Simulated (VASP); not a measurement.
Write the native input for VASP 6.6.1 that does the following.

```
Task                   : single point
Functional             : PBE
Potentials or basis    : VASP PAW PBE potentials, release 64 (In_d, Ga_d, P)
Cutoff                 : 520 eV
k mesh                 : 6 × 6 × 1
Occupations            : gaussian, width 0.1 eV
Spin                   : no spin polarisation
Dipole correction      : no
Further INCAR settings : ALGO = Normal; EDIFF = 1e-07; NBANDS = 66
```

The structure of In5GaP6 lies in POSCAR:

```
In5GaP6
1.0
    3.8520811544      0.0000000028      0.0000000000
   -1.9260405796      3.3360001357      0.0000000000
    0.0000000000      0.0000000000     19.1945657411
In Ga P
5 1 6
Direct
    0.6666666667      0.3333333333      0.6596177696
    0.3333333333      0.6666666667      0.3403822304
    0.6666666667      0.3333333333      0.1700958018
    0.0000000000      0.0000000000      0.0000000000
    0.3333333333      0.6666666667      0.8299041982
    0.0000000000      0.0000000000      0.5000000000
    0.3333333333      0.6666666667      0.5727505182
    0.6666666667      0.3333333333      0.4272494818
    0.0000000000      0.0000000000      0.2550751135
    0.3333333333      0.6666666667      0.0850476246
    0.6666666667      0.3333333333      0.9149523754
    0.0000000000      0.0000000000      0.7449248865
```

One way to write it, as run:

INCAR

```
PREC = Accurate
ENCUT = 520
EDIFF = 1E-7
ISMEAR = 0
SIGMA = 0.1
LREAL = False
LASPH = True
NELM = 80
ALGO = Normal
ISIF = 2
LWAVE = False
LCHARG = True
GGA = PE
LELF = True
LVHAR = True
NBANDS = 66
```

KPOINTS

```
regular mesh
0
Gamma
  6 6 1
```

Potentials or basis: VASP PAW PBE potentials, release 64 (In_d, Ga_d, P).

Launch:

```console
$ cat potpaw_PBE.64/In_d/POTCAR potpaw_PBE.64/Ga_d/POTCAR potpaw_PBE.64/P/POTCAR > POTCAR
$ mpirun -np 1 vasp_std > vasp.out
```

Results of the run:

```yaml
Pressure: 0.1 GPa
Largest_force: 0.025 eV/Å
Band_gap_on_the_k_mesh: zero (bands 54 and 55 overlap by 0.67 eV)
```

Caveat: semilocal functionals underestimate gaps, so a narrow gap can read as zero; spin-orbit coupling is left out, which moves the levels of the heavy elements.

It took 3 min on 1 thread of Intel(R) Xeon(R) 6975P-C (Granite Rapids), with other jobs on the host, peak memory 0.4 GiB.
